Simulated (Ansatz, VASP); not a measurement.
**Two plane-wave programs on Au**

Contents of INCAR:

```
PREC     = Accurate       # precision mode
ENCUT    = 600            # plane-wave cutoff, eV
EDIFF    = 1E-7           # SCF threshold, eV
ISMEAR   = 0              # smearing method
SIGMA    = 0.1            # smearing width, eV
LREAL    = F              # projectors in reciprocal space
LASPH    = T              # aspherical terms in the spheres
NELM     = 100            # most SCF steps
ALGO     = Normal         # electronic algorithm
ISIF     = 3              # what is computed and relaxed
LWAVE    = F              # write WAVECAR
LCHARG   = F              # write CHGCAR
GGA      = PE             # functional
IBRION   = 2              # ionic algorithm
NSW      = 100            # ionic steps
EDIFFG   = -0.01          # ionic threshold
```

KPOINTS

```
Automatic mesh
0
Gamma
  20 20 20
```

Contents of POSCAR:

```
Au
1.0
    2.7327233606      0.0000000000      0.0000000000
    0.0000000000      2.7327233606      0.0000000000
    0.0000000000      0.0000000000      2.7327233606
Au
1
Direct
    0.0000000000      0.0000000000      0.0000000000
```

Input for Ansatz:

```yaml
crystal:
  lattice:
    - [2.7327233606, 0.0, 0.0]
    - [0.0, 2.7327233606, 0.0]
    - [0.0, 0.0, 2.7327233606]
  atoms:
    - { symbol: Au, position: [0.0, 0.0, 0.0] }
basis:
  ecutwfc: 420
kpoints:
  mp_grid: { grid: [20, 20, 20] }
hamiltonian:
  xc: pbe
scf:
  occupations: { method: gaussian, width: 0.1 }
output:
  forces: true
  stress: true
  eigenvalues: true
relax:
  adjacent_minimum: "off"
  f_tol: 0.01
  max_steps: 80
  cell: { stress_tol: 0.05 }
```

Alike in both runs: task relaxation of cell and atoms; functional PBE; k mesh 20 × 20 × 20; occupations gaussian, width 0.1 eV; no spin polarisation.

```csv
,VASP,Ansatz
version,VASP 6.6.1,Ansatz 0.2.0
potentials or method,"VASP PAW PBE potentials, release 64 (Au), cutoff 600 eV","scalar-relativistic, plane waves, PAW"
valence electrons in the cell,11,19
```

```tsv
	VASP	Ansatz	Ansatz less VASP
gap on the k mesh at the Fermi level, each at its own relaxed structure (eV)	none	none	-
relaxed volume (Å³/atom)	20.74	20.76	+0.022
relaxed cell length with the largest relative difference (Å)	2.747	2.748	+0.0010
```

A gap of «none» marks a metal or a gap that the smearing closes. VASP's potentials hold 11 valence electrons a cell and Ansatz's 19, so a difference there can come from the potentials and not from the codes.

Spin-orbit coupling is off throughout.
